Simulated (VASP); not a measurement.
Ge: single point with pbe exchange, pbesol correlation

Ge:

```xyz
2
Lattice="0.0000 2.8661 2.8661 2.8661 0.0000 2.8661 2.8661 2.8661 0.0000" Properties=species:S:1:pos:R:3 pbc="T T T"
Ge    4.2992    4.2992    4.2992
Ge    2.8661    2.8661    2.8661
```

- Program: VASP 6.6.1
- Task: single point
- Functional: pbe exchange, pbesol correlation
- Potentials or basis: VASP PAW PBE potentials, release 64 (Ge_d)
- Cutoff: 500 eV
- k mesh: 8 × 8 × 8
- Occupations: gaussian, width 0.15 eV
- Spin: collinear spin
- Starting moments: [0.5, -0.5] μB

The pressure is 1.5 GPa, the band gap on the k mesh is zero (filled and empty bands touch) and the net moment is 0.00 μB per cell. The valence electrons inside the program's atomic spheres are Ge 12.38.

Levels at points of the mesh, in eV from the Fermi level:
Spin up:
```
           k point  band 12  band 13  band 14  band 15  band 16  band 17
(0.00, 0.00, 0.00)    -0.37     0.04     0.04     0.04     2.58     2.58
(0.50, 0.00, 0.00)    -7.39    -1.30    -1.30     0.09     3.79     3.79
(0.50, 0.50, 0.00)    -8.72    -2.89    -2.89     0.87     0.87     9.20
```
Spin down:
```
           k point  band 12  band 13  band 14  band 15  band 16  band 17
(0.00, 0.00, 0.00)    -0.37     0.04     0.04     0.04     2.58     2.58
(0.50, 0.00, 0.00)    -7.39    -1.30    -1.30     0.09     3.79     3.79
(0.50, 0.50, 0.00)    -8.72    -2.89    -2.89     0.87     0.87     9.20
```

It took 28 s on 1 thread of Intel(R) Xeon(R) 6975P-C (Granite Rapids) (shared host), peak memory 0.2 GiB.

Caveat: semilocal functionals underestimate gaps, so a narrow gap can read as zero; the PAW data sets were made with another functional, which shifts forces and pressure a little.
